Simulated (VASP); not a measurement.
# Sc in VASP: notebook

The runs below take Sc through single point, with PBE0, LDA.

Everything below comes from runs of VASP 6.6.1. Logs are shortened: lines on timing, memory, paths and dates and some standing lists are left out, and cuts for length are marked.

**1. The cell of the first run**

It takes space group Fm-3m (No. 225, cubic). The conventional cell has a = 4.520 Å, b = 4.520 Å, c = 4.520 Å, α = 90.00°, β = 90.00°, γ = 90.00°. Sc (site symmetry m-3m) has 12 Sc at 3.20 Å within 4.2 Å.

This isn't the form of Sc at room conditions, which is hcp.

**2. Single point, PBE0**

Input file POSCAR:

```
Sc
1.0
    0.0000000000      2.2600000000      2.2600000000
    2.2600000000      0.0000000000      2.2600000000
    2.2600000000      2.2600000000      0.0000000000
Sc
1
Direct
    0.0000000000      0.0000000000      0.0000000000
```

Input file INCAR.step1:

```
SYSTEM = Sc
ALGO = Normal ; EDIFF = 1E-5
ENCUT = 520 ; GGA = PE
ISIF = 2 ; ISMEAR = 0
LASPH = .True. ; LCHARG = .False.
LREAL = .False. ; LWAVE = .True.
NBANDS = 12 ; NELM = 80
PREC = Accurate ; SIGMA = 0.05
```

Input file INCAR.step2:

```
SYSTEM = Sc
AEXX = 0.25 ; ALGO = Normal
EDIFF = 1E-6 ; ENCUT = 520
GGA = PE ; ISIF = 2
ISMEAR = 0 ; ISTART = 1
LASPH = .True. ; LCHARG = .False.
LHFCALC = .True. ; LREAL = .False.
LWAVE = .False. ; NBANDS = 12
NELM = 80 ; PREC = Accurate
PRECFOCK = Normal ; SIGMA = 0.05
```

Input file KPOINTS:

```
k-points
0
Gamma
  5 5 5
  0 0 0
```

Potentials or basis: VASP PAW PBE potentials, release 64 (Sc_sv).

Started as:

```bash
> cat potpaw_PBE.64/Sc_sv/POTCAR > POTCAR
> cp INCAR.step1 INCAR
> mpirun -np 1 vasp_std > vasp.out
> cp INCAR.step2 INCAR
> mpirun -np 1 vasp_std > vasp.out
```

OUTCAR:

```text
SYSTEM = Sc
   AEXX = 0.25
   EDIFF = 1E-6
   ENCUT = 520
   GGA = PE
   ISIF = 2
   ISMEAR = 0
   ISTART = 1
   LASPH = .True.
   LHFCALC = .True.
   LREAL = .False.
   NELM = 80
   PREC = Accurate
   PRECFOCK = Normal

 ion  position               nearest neighbor table
   1  0.000  0.000  0.000-

  LATTYP: Found a face centered cubic cell.
 ALAT       =     4.5200000000

  Lattice vectors:

 A1 = (   0.0000000000,   2.2600000000,   2.2600000000)
 A2 = (   2.2600000000,   0.0000000000,   2.2600000000)
 A3 = (   2.2600000000,   2.2600000000,   0.0000000000)

Analysis of symmetry for initial positions (statically):
=====================================================================
 Subroutine PRICEL returns:
 Original cell was already a primitive cell.

 Routine SETGRP: Setting up the symmetry group for a
 face centered cubic supercell.

 Subroutine GETGRP returns: Found 48 space group operations
 (whereof 48 operations were pure point group operations)
 out of a pool of 48 trial point group operations.

The static configuration has the point symmetry O_h .

Analysis of symmetry for dynamics (positions and initial velocities):
=====================================================================
 Subroutine PRICEL returns:
 Original cell was already a primitive cell.

 Routine SETGRP: Setting up the symmetry group for a
 face centered cubic supercell.

 Subroutine GETGRP returns: Found 48 space group operations
 (whereof 48 operations were pure point group operations)
 out of a pool of 48 trial point group operations.

The dynamic configuration has the point symmetry O_h .

 Subroutine INISYM returns: Found 48 space group operations
 (whereof 48 operations are pure point group operations),
 and found     1 'primitive' translations

----------------------------------------------------------------------------------------

                                     Primitive cell

  volume of cell :      23.0864

  direct lattice vectors                    reciprocal lattice vectors
     0.000000000  2.260000000  2.260000000    -0.221238938  0.221238938  0.221238938
     2.260000000  0.000000000  2.260000000     0.221238938 -0.221238938  0.221238938
     2.260000000  2.260000000  0.000000000     0.221238938  0.221238938 -0.221238938

  length of vectors
     3.196122651  3.196122651  3.196122651     0.383197081  0.383197081  0.383197081

  position of ions in fractional coordinates (direct lattice)
     0.000000000  0.000000000  0.000000000

  ion indices of the primitive-cell ions
   primitive index   ion index
                 1           1

----------------------------------------------------------------------------------------

 KPOINTS: k-points

Automatic generation of k-mesh.
 Grid dimensions read from file:
 generate k-points for:    5    5    5

 Generating k-lattice:

  Cartesian coordinates                     Fractional coordinates (reciprocal lattice)
    -0.044247788  0.044247788  0.044247788     0.200000000  0.000000000  0.000000000
     0.044247788 -0.044247788  0.044247788     0.000000000  0.200000000  0.000000000
     0.044247788  0.044247788 -0.044247788     0.000000000  0.000000000  0.200000000

  Length of vectors
     0.076639416  0.076639416  0.076639416

  Shift w.r.t. Gamma in fractional coordinates (k-lattice)
     0.000000000  0.000000000  0.000000000

 Subroutine IBZKPT returns following result:
 ===========================================

 Found     10 irreducible k-points:

 Following reciprocal coordinates:
            Coordinates               Weight
  0.000000  0.000000  0.000000      1.000000
  0.200000  0.000000  0.000000      8.000000
  0.400000  0.000000  0.000000      8.000000
  0.200000  0.200000  0.000000      6.000000
  0.400000  0.200000  0.000000     24.000000
 -0.400000  0.200000  0.000000     24.000000
 -0.200000  0.200000  0.000000     12.000000
  0.400000  0.400000  0.000000      6.000000
 -0.400000  0.400000  0.000000     12.000000
 -0.400000  0.400000  0.200000     24.000000
   k-points           NKPTS =     10   k-points in BZ     NKDIM =    125   number of bands    NBANDS=     12
   number of dos      NEDOS =    301   number of ions     NIONS =      1
   total plane-waves  NPLWV =  13824
   dimension x,y,z NGX =    24 NGY =   24 NGZ =   24
   dimension x,y,z NGXF=    48 NGYF=   48 NGZF=   48
   ions per type =               1
   NGX,Y,Z   is equivalent  to a cutoff of  12.48, 12.48, 12.48 a.u.
   NGXF,Y,Z  is equivalent  to a cutoff of  24.97, 24.97, 24.97 a.u.
 SYSTEM =  Sc
   PREC   = accura    normal or accurate (medium, high low for compatibility)
   ISTART =      1    job   : 0-new  1-cont  2-samecut
   ICHARG =      0    charge: 1-file 2-atom 10-const
   ISPIN  =      1    spin polarized calculation?
   LNONCOLLINEAR =      F non collinear calculations
   LSORBIT =      F    spin-orbit coupling
   LASPH  =      T    aspherical Exc in radial PAW
   ENCUT  =  520.0 eV  38.22 Ry    6.18 a.u.   5.94  5.94  5.94*2*pi/ulx,y,z
   NELM   =     80;   NELMIN=  2; NELMDL=  0     # of ELM steps
   EDIFF  = 0.1E-05   stopping-criterion for ELM
   LREAL  =      F    real-space projection
   EDIFFG = 0.1E-04   stopping-criterion for IOM
   NSW    =      0    number of steps for IOM
   IBRION =     -1    ionic relax: 0-MD 1-quasi-New 2-CG
   NFREE  =      0    steps in history (QN), initial steepest desc. (CG)
   ISIF   =      2    stress and relaxation
   ISYM   =      3    0-nonsym 1-usesym 2-fastsym
   POTIM  = 0.5000    time-step for ionic-motion
   TEBEG  =    0.0;   TEEND  =   0.0 temperature during run
   PSTRESS=    0.0 pullay stress
   NELECT =      11.0000    total number of electrons
   NUPDOWN=      -1.0000    fix difference up-down
   EMIN   =  10.00;   EMAX   =-10.00  energy-range for DOS
   EFERMI =   0.00;   METHOD = LEGACY
   ISMEAR =     0;   SIGMA  =   0.05  broadening in eV -4-tet -1-fermi 0-gaus
   EFERMI_NEDOS =   21; number of points for ismear=-14 and -15
   IALGO  =     38    algorithm
   IMIX   =      1    mixing-type and parameters
     AMIX     =   0.40;   BMIX     =  1.00
     AMIX_MAG =   1.60;   BMIX_MAG =  1.00
  volume/ion in A,a.u.               =      23.09       155.79
  Fermi-wavevector in a.u.,A,eV,Ry     =   1.278657  2.416311 22.245021  1.634963
  Thomas-Fermi vector in A             =   2.411187
   LORBIT       =      0    0 simple, 1 ext, 2 COOP (PROOUT), +10 PAW based schemes
   GGA     = PE    functional components
   LHFCALC =     T    Hartree Fock is set to
   PRECFOCK=normal    Normal, Fast or Accurate (Low or Medium for compatibility)
   ENCUT4O =  -1.0   cutoff for four orbital integrals eV
   NKREDX  =     1    reduce k-point grid by
   NKREDY  =     1    reduce k-point grid by
   NKREDZ  =     1    reduce k-point grid by
   AEXX    =    0.2500 exact exchange contribution
   HFSCREEN=    0.0000 screening length (either q_TF or 0.3 A-1)
   HFSCREENC=   0.0000 screening length for correlation (either q_TF or 0.3 A-1)
   ENCUTFOCK=  -1.0 apply spherical cutoff to Coloumb kernel
   IVDW    =     0    specifies the selected vdW correction
   LEPSILON=     F    determine dielectric tensor
   LRPA    =     F    only Hartree local field effects (RPA)
 non-spin polarized calculation
 Gauss-broadening in eV      SIGMA  =   0.05
  energy-cutoff  :      520.00
  volume of cell :       23.09
 maximum number of plane-waves:       635
  NGX = 18; NGY = 18; NGZ = 18

 number of electron      11.0000000 magnetization

 Free energy of the ion-electron system (eV)
  ---------------------------------------------------
  ext. energy  EPLUGINS =         0.00000000
  ---------------------------------------------------
  free energy    TOTEN  =        -8.10375365 eV

  energy without entropy =       -8.10064732  energy(sigma->0) =       -8.10220049

 E-fermi :   4.1238     XC(G=0):  -8.0246

 val. band max:        4.0865457167   @ k =  -0.4000   0.4000   0.2000
 cond. band min:       4.7795164212   @ k =   0.4000   0.2000   0.0000
 fundamental gap:      0.6929707044
 Fermi energy:         4.1238269478

 k-point     1 :       0.0000    0.0000    0.0000
  band No.  band energies     occupation
      1     -49.9242      2.00000
      2     -26.6817      2.00000
      3     -26.6817      2.00000
      4     -26.6817      2.00000
      5      -2.6989      2.00000
      6       7.0558      0.00000
      7       7.0558      0.00000
      8       7.0558      0.00000
      9       8.7622      0.00000
     10       8.7622      0.00000
     11      18.1499      0.00000
     12      21.9503      0.00000

 k-point     2 :       0.2000    0.0000    0.0000
  band No.  band energies     occupation
      1     -49.8956      2.00000
      2     -26.8710      2.00000
      3     -26.7046      2.00000
      4     -26.7046      2.00000
      5      -1.5258      2.00000
      6       6.1810      0.00000
      7       7.3028      0.00000
      8       7.3028      0.00000
      9       8.6353      0.00000
     10       8.6353      0.00000
     11      17.5998      0.00000
     12      19.0918      0.00000

 k-point     3 :       0.4000    0.0000    0.0000
  band No.  band energies     occupation
      1     -49.8491      2.00000
      2     -27.1637      2.00000
      3     -26.7418      2.00000
      4     -26.7418      2.00000
      5       1.0529      2.00000
      6       4.7913      0.00000
      7       6.9726      0.00000
      8       6.9726      0.00000
      9       9.5113      0.00000
     10       9.5113      0.00000
     11      13.6027      0.00000
     12      17.7991      0.00000

 k-point     4 :       0.2000    0.2000    0.0000
  band No.  band energies     occupation
      1     -49.8863      2.00000
      2     -26.8671      2.00000
      3     -26.7437      2.00000
      4     -26.7437      2.00000
      5      -1.1605      2.00000
      6       5.8150      0.00000
      7       7.5325      0.00000
      8       7.7181      0.00000
      9       7.7181      0.00000
     10       9.1025      0.00000
     11      19.4331      0.00000
     12      19.5976      0.00000

 k-point     5 :       0.4000    0.2000    0.0000
  band No.  band energies     occupation
      1     -49.8461      2.00000
      2     -27.0749      2.00000
      3     -26.8093      2.00000
      4     -26.7864      2.00000
      5       0.9587      2.00000
      6       4.7795      0.00000
      7       6.3070      0.00000
      8       7.8393      0.00000
      9       9.2263      0.00000
     10       9.7084      0.00000
     11      14.8640      0.00000
     12      18.2278      0.00000

 k-point     6 :      -0.4000    0.2000    0.0000
  band No.  band energies     occupation
      1     -49.8306      2.00000
      2     -27.1392      2.00000
      3     -26.8787      2.00000
      4     -26.7731      2.00000
      5       2.5124      2.00000
      6       3.5332      2.00000
      7       5.9588      0.00000
      8       7.5302      0.00000
      9       9.4245      0.00000
     10      10.7105      0.00000
     11      12.8094      0.00000
     12      16.7173      0.00000

 k-point     7 :      -0.2000    0.2000    0.0000
  band No.  band energies     occupation
      1     -49.8612      2.00000
      2     -27.0099      2.00000
      3     -26.8223      2.00000
      4     -26.7225      2.00000
      5       0.1719      2.00000
      6       5.4387      0.00000
      7       6.5276      0.00000
      8       7.8112      0.00000
      9       8.0651      0.00000
     10       9.8100      0.00000
     11      16.3119      0.00000
     12      17.0960      0.00000

 k-point     8 :       0.4000    0.4000    0.0000
  band No.  band energies     occupation
      1     -49.8255      2.00000
      2     -27.1292      2.00000
      3     -26.8445      2.00000
      4     -26.8445      2.00000
      5       1.5691      2.00000
      6       3.4311      2.00000
      7       6.4339      0.00000
      8       9.4913      0.00000
      9       9.4913      0.00000
     10       9.7039      0.00000
     11      15.7298      0.00000
     12      15.7916      0.00000

 k-point     9 :      -0.4000    0.4000    0.0000
  band No.  band energies     occupation
      1     -49.8160      2.00000
      2     -27.1129      2.00000
      3     -26.9448      2.00000
      4     -26.8369      2.00000
      5       2.5077      2.00000
      6       3.3638      2.00000
      7       5.9090      0.00000
      8       8.9499      0.00000
      9       9.7527      0.00000
     10      11.4626      0.00000
     11      12.5811      0.00000
     12      14.7436      0.00000

 k-point    10 :      -0.4000    0.4000    0.2000
  band No.  band energies     occupation
      1     -49.8216      2.00000
      2     -27.0763      2.00000
      3     -26.9488      2.00000
      4     -26.8327      2.00000
      5       2.6090      2.00000
      6       4.0865      1.70833
      7       5.1524      0.00000
      8       8.2339      0.00000
      9       9.5162      0.00000
     10      11.1732      0.00000
     11      14.1417      0.00000
     12      14.4658      0.00000

------------------------ aborting loop because EDIFF is reached ----------------------------------------

  FORCE on cell =-STRESS in cart. coord.  units (eV):
  Direction    XX          YY          ZZ          XY          YZ          ZX
  --------------------------------------------------------------------------------------
  -------------------------------------------------------------------------------------
  Total        0.9098691      0.9098691      0.9098691      0.0000000     -0.0000000      0.0000000
  in kB       63.1443050     63.1443050     63.1443050      0.0000000     -0.0000000      0.0000000
  external PRESSURE =      63.1443050 kB  Pullay stress =       0.0000000 kB

 VOLUME and BASIS-vectors are now :
 -----------------------------------------------------------------------------
  energy-cutoff  :      520.00
  volume of cell :       23.09
      direct lattice vectors                 reciprocal lattice vectors
     0.000000000  2.260000000  2.260000000    -0.221238938  0.221238938  0.221238938
     2.260000000  0.000000000  2.260000000     0.221238938 -0.221238938  0.221238938
     2.260000000  2.260000000  0.000000000     0.221238938  0.221238938 -0.221238938

 POSITION                                       TOTAL-FORCE (eV/Angst)
 -----------------------------------------------------------------------------------
      0.00000      0.00000      0.00000         0.000000     -0.000000      0.000000
 -----------------------------------------------------------------------------------
    total drift:                               -0.000000      0.000000     -0.000000

  FREE ENERGIE OF THE ION-ELECTRON SYSTEM (eV)
  ---------------------------------------------------
  free  energy   TOTEN  =        -8.1037536547 eV

  energy  without entropy=       -8.1006473244  energy(sigma->0) =       -8.10220049
```

Wall time 3.8 min (1 thread of Intel Xeon Platinum 8259CL at 2.50GHz (Skylake/Cascade Lake), shared host); peak memory 0.15 GiB.

Results:

```yaml
Free_energy: -8.1038 eV
Pressure: 6.3 GPa
Band_gap_on_the_k_mesh: zero (an odd number of electrons rules out a gap without spin polarisation)
```

Caveat: the k points lie up to 0.48 Å⁻¹ apart, too coarse for converged energies and pressures of a metal; the PAW data sets were made with another functional, which shifts forces and pressure a little.

**3. Single point, PBE0**

POSCAR is that of step 2.

Input file INCAR.step1:

```
PREC = Accurate ; ENCUT = 520
EDIFF = 1E-5 ; ISMEAR = 0
SIGMA = 0.05 ; LREAL = F
LASPH = T ; NELM = 100
ALGO = Normal ; ISIF = 2
LWAVE = T ; LCHARG = F
GGA = PE ; NBANDS = 12
```

Input file INCAR.step2:

```
PREC = Accurate ; ENCUT = 520
EDIFF = 1E-6 ; ISMEAR = 0
SIGMA = 0.05 ; LREAL = F
LASPH = T ; NELM = 100
ALGO = Normal ; ISIF = 2
LWAVE = F ; LCHARG = F
GGA = PE ; LHFCALC = T
AEXX = 0.25 ; PRECFOCK = Normal
ISTART = 1 ; NBANDS = 12
```

Input file KPOINTS:

```
regular mesh
0
Gamma
  5 5 5
```

Potentials or basis: VASP PAW PBE potentials, release 64 (Sc_sv).

Started as:

```bash
> cat potpaw_PBE.64/Sc_sv/POTCAR > POTCAR
> cp INCAR.step1 INCAR
> mpirun -np 1 vasp_std > vasp.out
> cp INCAR.step2 INCAR
> mpirun -np 1 vasp_std > vasp.out
```

It took 3.8 min on 1 thread of Intel Xeon Platinum 8259CL at 2.50GHz (Skylake/Cascade Lake), shared host; peak memory 0.14 GiB.

Results (log left out):

```
Free energy            : -8.1038 eV
Pressure               : 6.3 GPa
Band gap on the k mesh : zero (an odd number of electrons rules out a gap without spin polarisation)
```

Levels at points of the mesh, in eV from the Fermi level:
| k point | band 1 | band 2 | band 3 | band 4 | band 5 | band 6 | band 7 | band 8 | band 9 | band 10 |
| --- | --- | --- | --- | --- | --- | --- | --- | --- | --- | --- |
| (0.00, 0.00, 0.00) | -54.05 | -30.81 | -30.81 | -30.81 | -6.82 | 2.93 | 2.93 | 2.93 | 4.64 | 4.64 |

Caveat: the k points lie up to 0.48 Å⁻¹ apart, too coarse for converged energies and pressures of a metal; the PAW data sets were made with another functional, which shifts forces and pressure a little.

**4. Single point, LDA**

Input file INCAR:

```
PREC     = Accurate       # precision mode
ENCUT    = 520            # plane-wave cutoff, eV
EDIFF    = 1E-6           # SCF threshold, eV
ISMEAR   = -1             # smearing method
SIGMA    = 0.05           # smearing width, eV
LREAL    = F              # projectors in reciprocal space
LASPH    = T              # aspherical terms in the spheres
NELM     = 60             # most SCF steps
ALGO     = Fast           # electronic algorithm
ISIF     = 2              # what is computed and relaxed
LWAVE    = F              # write WAVECAR
LCHARG   = F              # write CHGCAR
NBANDS   = 12             # bands
```

Input file KPOINTS:

```
regular mesh
0
Gamma
  14 14 14
```

Input file POSCAR:

```
Sc
1.0
   -0.0116770000      2.2503010000      2.2952860000
    2.2484430000     -0.0235140000      2.3071230000
    2.2121240000      2.2258190000      0.0128050000
Sc
1
Direct
   -0.0081780000      0.0007790000     -0.0045000000
```

Potentials or basis: VASP PAW LDA potentials, release 64 (Sc_sv).

Started as:

```bash
> cat potpaw_LDA.64/Sc_sv/POTCAR > POTCAR
> mpirun -np 1 vasp_std > vasp.out
```

It took 3.2 min on 1 thread of Intel Xeon Platinum 8259CL at 2.50GHz (Skylake/Cascade Lake), shared host; peak memory 0.44 GiB.

It converged, with:

```yaml
Free_energy: -6.6863 eV
Pressure: -1.7 GPa
Band_gap_on_the_k_mesh: zero (an odd number of electrons rules out a gap without spin polarisation)
```

Stress tensor (GPa, compression positive):
```
-1.30  0.82 -0.39
 0.82 -1.50 -0.02
-0.39 -0.02 -2.18
```

Levels at points of the mesh, in eV from the Fermi level:
| k point | band 3 | band 4 | band 5 | band 6 | band 7 | band 8 |
| --- | --- | --- | --- | --- | --- | --- |
| (0.00, 0.00, 0.00) | -27.37 | -27.36 | -5.26 | 1.48 | 1.57 | 1.77 |
| (0.50, 0.00, 0.00) | -27.45 | -27.43 | -1.87 | 0.41 | 1.30 | 1.69 |
| (0.00, 0.50, 0.00) | -27.44 | -27.42 | -1.89 | 0.34 | 1.35 | 1.68 |
| (0.50, 0.50, 0.00) | -27.55 | -27.53 | -1.69 | -0.73 | 2.00 | 4.09 |
| (0.00, 0.00, 0.50) | -27.46 | -27.44 | -1.83 | 0.57 | 1.42 | 1.48 |
| (0.50, 0.00, 0.50) | -27.57 | -27.54 | -1.67 | -0.77 | 2.30 | 4.07 |
| (0.00, 0.50, 0.50) | -27.57 | -27.55 | -1.66 | -0.78 | 2.39 | 4.07 |
| (0.50, 0.50, 0.50) | -27.45 | -27.43 | -1.85 | 0.49 | 1.42 | 1.53 |

The gap in the log of VASP goes by the Fermi energy; the results here count the filled bands.